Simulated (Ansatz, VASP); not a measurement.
InRu3 in VASP and in Ansatz

```xyz
4
Lattice="0.0000 3.1404 3.1404 3.1404 0.0000 3.1404 3.1404 3.1404 0.0000" Properties=species:S:1:pos:R:3 pbc="T T T"
In    0.0000    0.0000    0.0000
Ru    1.5702    1.5702    1.5702
Ru    4.7106    4.7106    4.7106
Ru    3.1404    3.1404    3.1404
```

Change from the starting cell: species swapped into the PmCd3 type (Fm-3m, No. 225).

Alike in both runs: functional PBE; k mesh 6 × 6 × 6; occupations gaussian, width 0.1 eV; no spin polarisation.

Ansatz relaxed the structure, and its values are those at the end. VASP's run is a single point on that final structure, the one shown.

|  | VASP | Ansatz |
| --- | --- | --- |
| version | VASP 6.6.1 | Ansatz 0.2.0 |
| potentials or method | VASP PAW PBE potentials, release 64 (In_d, Ru_pv), cutoff 520 eV | scalar-relativistic, plane waves, PAW |
| valence electrons in the cell | 55 | 61 |

```csv
,VASP,Ansatz,Ansatz less VASP
gap on the k mesh at the Fermi level (eV),none,none,-
pressure (GPa),0.0,0.0,0.00
```

A gap of «none» marks a metal or a gap that the smearing closes. The functional is the same, so the differences come from potentials, cutoffs and numerics. VASP's potentials hold 55 valence electrons a cell and Ansatz's 61, so a difference there can come from the potentials and not from the codes.
